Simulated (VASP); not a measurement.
# SiN (Fm-3m) in VASP: notebook

The runs below take SiN through single point, relaxation of cell and atoms, with PBE.

Program: VASP 6.6.1. These are calculated values, not measurements. Logs are shortened: lines on timing, memory, paths and dates and some standing lists are left out, and cuts for length are marked.

### Step 1. The cell of the first run

Symmetry: Fm-3m, No. 225, cubic system. Conventional cell: a = 4.266 Å, b = 4.266 Å, c = 4.266 Å, α = 90.00°, β = 90.00°, γ = 90.00°. Si (site symmetry m-3m) has 6 N at 2.13 Å within 2.8 Å. Within 2.8 Å of N (site symmetry m-3m) lie 6 Si at 2.13 Å.

### Step 2. Single point, PBE

File INCAR:

```
SYSTEM = SiN
PREC = Accurate
ENCUT = 600
EDIFF = 1E-6
ISMEAR = 0
SIGMA = 0.2
LREAL = .False.
LASPH = .True.
NELM = 120
ALGO = Normal
ISIF = 2
LWAVE = .False.
LCHARG = .True.
GGA = PE
LELF = .True.
LVHAR = .True.
NBANDS = 12
GGA_COMPAT = .False.
```

File KPOINTS:

```
regular mesh
0
Gamma
  7 7 7
  0 0 0
```

File POSCAR:

```
SiN
1.0
    0.0000000000      2.1329116397      2.1329116397
    2.1329116397      0.0000000000      2.1329116397
    2.1329116397      2.1329116397      0.0000000000
Si N
1 1
Direct
    0.5000000000      0.5000000000      0.5000000000
    0.0000000000      0.0000000000      0.0000000000
```

Potentials or basis: VASP PAW PBE potentials, release 64 (Si, N).

On the command line:

```bash
cat potpaw_PBE.64/Si/POTCAR potpaw_PBE.64/N/POTCAR > POTCAR
mpirun -np 1 vasp_std > vasp.out
```

OUTCAR:

```text
SYSTEM = SiN
   PREC = Accurate
   ENCUT = 600
   EDIFF = 1E-6
   ISMEAR = 0
   LREAL = .False.
   LASPH = .True.
   NELM = 120
   ISIF = 2
   GGA = PE

 ion  position               nearest neighbor table
   1  0.500  0.500  0.500-   2 2.13   2 2.13   2 2.13   2 2.13   2 2.13   2 2.13
   2  0.000  0.000  0.000-   1 2.13   1 2.13   1 2.13   1 2.13   1 2.13   1 2.13

  LATTYP: Found a face centered cubic cell.
 ALAT       =     4.2658232794

  Lattice vectors:

 A1 = (   0.0000000000,   2.1329116397,   2.1329116397)
 A2 = (   2.1329116397,   0.0000000000,   2.1329116397)
 A3 = (   2.1329116397,   2.1329116397,   0.0000000000)

Analysis of symmetry for initial positions (statically):
=====================================================================
 Subroutine PRICEL returns:
 Original cell was already a primitive cell.

 Routine SETGRP: Setting up the symmetry group for a
 face centered cubic supercell.

 Subroutine GETGRP returns: Found 48 space group operations
 (whereof 48 operations were pure point group operations)
 out of a pool of 48 trial point group operations.

The static configuration has the point symmetry O_h .

Analysis of symmetry for dynamics (positions and initial velocities):
=====================================================================
 Subroutine PRICEL returns:
 Original cell was already a primitive cell.

 Routine SETGRP: Setting up the symmetry group for a
 face centered cubic supercell.

 Subroutine GETGRP returns: Found 48 space group operations
 (whereof 48 operations were pure point group operations)
 out of a pool of 48 trial point group operations.

The dynamic configuration has the point symmetry O_h .

 Subroutine INISYM returns: Found 48 space group operations
 (whereof 48 operations are pure point group operations),
 and found     1 'primitive' translations

----------------------------------------------------------------------------------------

                                     Primitive cell

  volume of cell :      19.4066

  direct lattice vectors                    reciprocal lattice vectors
     0.000000000  2.132911640  2.132911640    -0.234421338  0.234421338  0.234421338
     2.132911640  0.000000000  2.132911640     0.234421338 -0.234421338  0.234421338
     2.132911640  2.132911640  0.000000000     0.234421338  0.234421338 -0.234421338

  length of vectors
     3.016392568  3.016392568  3.016392568     0.406029667  0.406029667  0.406029667

  position of ions in fractional coordinates (direct lattice)
     0.500000000  0.500000000  0.500000000
     0.000000000  0.000000000  0.000000000

  ion indices of the primitive-cell ions
   primitive index   ion index
                 1           1
                 2           2

----------------------------------------------------------------------------------------

 KPOINTS: regular mesh

Automatic generation of k-mesh.
 Grid dimensions read from file:
 generate k-points for:    7    7    7

 Generating k-lattice:

  Cartesian coordinates                     Fractional coordinates (reciprocal lattice)
    -0.033488763  0.033488763  0.033488763     0.142857143  0.000000000  0.000000000
     0.033488763 -0.033488763  0.033488763     0.000000000  0.142857143  0.000000000
     0.033488763  0.033488763 -0.033488763     0.000000000  0.000000000  0.142857143

  Length of vectors
     0.058004238  0.058004238  0.058004238

  Shift w.r.t. Gamma in fractional coordinates (k-lattice)
     0.000000000  0.000000000  0.000000000

 Subroutine IBZKPT returns following result:
 ===========================================

 Found     20 irreducible k-points:

 Following reciprocal coordinates:
            Coordinates               Weight
  0.000000  0.000000  0.000000      1.000000
  0.142857  0.000000  0.000000      8.000000
  0.285714  0.000000  0.000000      8.000000
  0.428571  0.000000  0.000000      8.000000
  0.142857  0.142857  0.000000      6.000000
  0.285714  0.142857  0.000000     24.000000
[... 12 lines left out ...]
 -0.428571  0.428571  0.142857     24.000000
 -0.285714  0.428571  0.142857     24.000000
   k-points           NKPTS =     20   k-points in BZ     NKDIM =     20   number of bands    NBANDS=     12
   number of dos      NEDOS =    301   number of ions     NIONS =      2
   total plane-waves  NPLWV =  13824
   dimension x,y,z NGX =    24 NGY =   24 NGZ =   24
   dimension x,y,z NGXF=    48 NGYF=   48 NGZF=   48
   ions per type =               1   1
   NGX,Y,Z   is equivalent  to a cutoff of  13.23, 13.23, 13.23 a.u.
   NGXF,Y,Z  is equivalent  to a cutoff of  26.45, 26.45, 26.45 a.u.
 SYSTEM =  SiN
   PREC   = accura    normal or accurate (medium, high low for compatibility)
   ISTART =      0    job   : 0-new  1-cont  2-samecut
   ICHARG =      2    charge: 1-file 2-atom 10-const
   ISPIN  =      1    spin polarized calculation?
   LNONCOLLINEAR =      F non collinear calculations
   LSORBIT =      F    spin-orbit coupling
   LASPH  =      T    aspherical Exc in radial PAW
   ENCUT  =  600.0 eV  44.10 Ry    6.64 a.u.   6.02  6.02  6.02*2*pi/ulx,y,z
   NELM   =    120;   NELMIN=  2; NELMDL= -5     # of ELM steps
   EDIFF  = 0.1E-05   stopping-criterion for ELM
   LREAL  =      F    real-space projection
   EDIFFG = 0.1E-04   stopping-criterion for IOM
   NSW    =      0    number of steps for IOM
   IBRION =     -1    ionic relax: 0-MD 1-quasi-New 2-CG
   NFREE  =      0    steps in history (QN), initial steepest desc. (CG)
   ISIF   =      2    stress and relaxation
   ISYM   =      2    0-nonsym 1-usesym 2-fastsym
   POTIM  = 0.5000    time-step for ionic-motion
   TEBEG  =    0.0;   TEEND  =   0.0 temperature during run
   PSTRESS=    0.0 pullay stress
   NELECT =       9.0000    total number of electrons
   NUPDOWN=      -1.0000    fix difference up-down
   EMIN   =  10.00;   EMAX   =-10.00  energy-range for DOS
   EFERMI =   0.00;   METHOD = LEGACY
   ISMEAR =     0;   SIGMA  =   0.20  broadening in eV -4-tet -1-fermi 0-gaus
   EFERMI_NEDOS =   21; number of points for ismear=-14 and -15
   IALGO  =     38    algorithm
   IMIX   =      4    mixing-type and parameters
     AMIX     =   0.40;   BMIX     =  1.00
     AMIX_MAG =   1.60;   BMIX_MAG =  1.00
  volume/ion in A,a.u.               =       9.70        65.48
  Fermi-wavevector in a.u.,A,eV,Ry     =   1.267183  2.394629 21.847606  1.605754
  Thomas-Fermi vector in A             =   2.400345
   LORBIT       =      0    0 simple, 1 ext, 2 COOP (PROOUT), +10 PAW based schemes
   GGA     = PE    functional components
   LHFCALC =     F    Hartree Fock is set to
   AEXX    =    0.0000 exact exchange contribution
   IVDW    =     0    specifies the selected vdW correction
   LEPSILON=     F    determine dielectric tensor
   LRPA    =     F    only Hartree local field effects (RPA)
 non-spin polarized calculation
 Gauss-broadening in eV      SIGMA  =   0.20
  energy-cutoff  :      600.00
  volume of cell :       19.41
 maximum number of plane-waves:       658
   NGX = 13   NGY = 13   NGZ = 13

 number of electron       8.9999998 magnetization

 Free energy of the ion-electron system (eV)
  ---------------------------------------------------
  ext. energy  EPLUGINS =         0.00000000
  ---------------------------------------------------
  free energy    TOTEN  =       -12.84373827 eV

  energy without entropy =      -12.81740263  energy(sigma->0) =      -12.83057045

 E-fermi :  11.9418     XC(G=0): -11.9965

 val. band max:       11.9041010676   @ k =   0.4286   0.2857   0.1429
 cond. band min:      12.0641388417   @ k =  -0.4286   0.2857   0.1429
 fundamental gap:      0.1600377741
 Fermi energy:        11.9417583613

 k-point     1 :       0.0000    0.0000    0.0000
  band No.  band energies     occupation
      1      -8.6884      2.00000
      2       7.8207      2.00000
      3       7.8207      2.00000
      4       7.8207      2.00000
      5       9.4870      2.00000
      6      19.2268      0.00000
      7      19.2268      0.00000
      8      19.2268      0.00000
      9      20.3410      0.00000
     10      20.3410      0.00000
     11      20.3410      0.00000
     12      23.7507      0.00000

 k-point     2 :       0.1429    0.0000    0.0000
  band No.  band energies     occupation
      1      -8.3089      2.00000
      2       5.4727      2.00000
      3       7.6893      2.00000
      4       7.6893      2.00000
      5      11.1289      2.00000
      6      17.4843      0.00000
      7      18.1912      0.00000
      8      18.1912      0.00000
      9      20.4503      0.00000
     10      20.4503      0.00000
     11      20.6653      0.00000
     12      26.1823      0.00000

 k-point     3 :       0.2857    0.0000    0.0000
  band No.  band energies     occupation
      1      -7.2428      2.00000
      2       2.3140      2.00000
      3       7.4383      2.00000
      4       7.4383      2.00000
      5      12.1058      0.24614
      6      16.2024      0.00000
      7      16.2024      0.00000
      8      16.4129      0.00000
      9      20.7081      0.00000
     10      22.6658      0.00000
     11      22.6658      0.00000
     12      29.9519      0.00000
[... 226 lines left out ...]
 k-point    19 :      -0.4286    0.4286    0.1429
  band No.  band energies     occupation
      1      -4.9374      2.00000
      2       1.5627      2.00000
      3       4.0547      2.00000
      4       4.0582      2.00000
      5      10.1480      2.00000
      6      15.4888      0.00000
      7      17.2197      0.00000
      8      18.8264      0.00000
      9      20.9963      0.00000
     10      26.6195      0.00000
     11      29.2749      0.00000
     12      31.0104      0.00000

 k-point    20 :      -0.2857    0.4286    0.1429
  band No.  band energies     occupation
      1      -4.6971      2.00000
      2       1.8797      2.00000
      3       2.3363      2.00000
      4       4.4459      2.00000
      5      11.4549      1.99942
      6      15.6580      0.00000
      7      17.4003      0.00000
      8      18.0578      0.00000
      9      21.8452      0.00000
     10      24.1886      0.00000
     11      29.6646      0.00000
     12      30.3997      0.00000

------------------------ aborting loop because EDIFF is reached ----------------------------------------

  FORCE on cell =-STRESS in cart. coord.  units (eV):
  Direction    XX          YY          ZZ          XY          YZ          ZX
  --------------------------------------------------------------------------------------
  -------------------------------------------------------------------------------------
  Total       -0.0978625     -0.0978625     -0.0978625      0.0000000      0.0000000      0.0000000
  in kB       -8.0793858     -8.0793858     -8.0793858      0.0000000      0.0000000      0.0000000
  external PRESSURE =      -8.0793858 kB  Pullay stress =       0.0000000 kB

 VOLUME and BASIS-vectors are now :
 -----------------------------------------------------------------------------
  energy-cutoff  :      600.00
  volume of cell :       19.41
      direct lattice vectors                 reciprocal lattice vectors
     0.000000000  2.132911640  2.132911640    -0.234421338  0.234421338  0.234421338
     2.132911640  0.000000000  2.132911640     0.234421338 -0.234421338  0.234421338
     2.132911640  2.132911640  0.000000000     0.234421338  0.234421338 -0.234421338

 POSITION                                       TOTAL-FORCE (eV/Angst)
 -----------------------------------------------------------------------------------
      2.13291      2.13291      2.13291         0.000000      0.000000      0.000000
      0.00000      0.00000      0.00000        -0.000000      0.000000     -0.000000
 -----------------------------------------------------------------------------------
    total drift:                                0.000000     -0.000000     -0.000000

  FREE ENERGIE OF THE ION-ELECTRON SYSTEM (eV)
  ---------------------------------------------------
  free  energy   TOTEN  =       -12.8437382704 eV

  energy  without entropy=      -12.8174026280  energy(sigma->0) =      -12.83057045
```

It took 8 s on 1 thread of AMD EPYC 7R13, shared host; peak memory 0.1 GiB.

Results:

```yaml
Free_energy: -12.8437 eV
Pressure: -0.8 GPa
```

Levels at points of the mesh, in eV from the Fermi level:
| k point | band 1 | band 2 | band 3 | band 4 | band 5 | band 6 | band 7 | band 8 | band 9 | band 10 |
| --- | --- | --- | --- | --- | --- | --- | --- | --- | --- | --- |
| (0.00, 0.00, 0.00) | -20.63 | -4.12 | -4.12 | -4.12 | -2.45 | 7.29 | 7.29 | 7.29 | 8.40 | 8.40 |

Caveat: the k points lie up to 0.36 Å⁻¹ apart.

(Continued in part 2 of 2.)
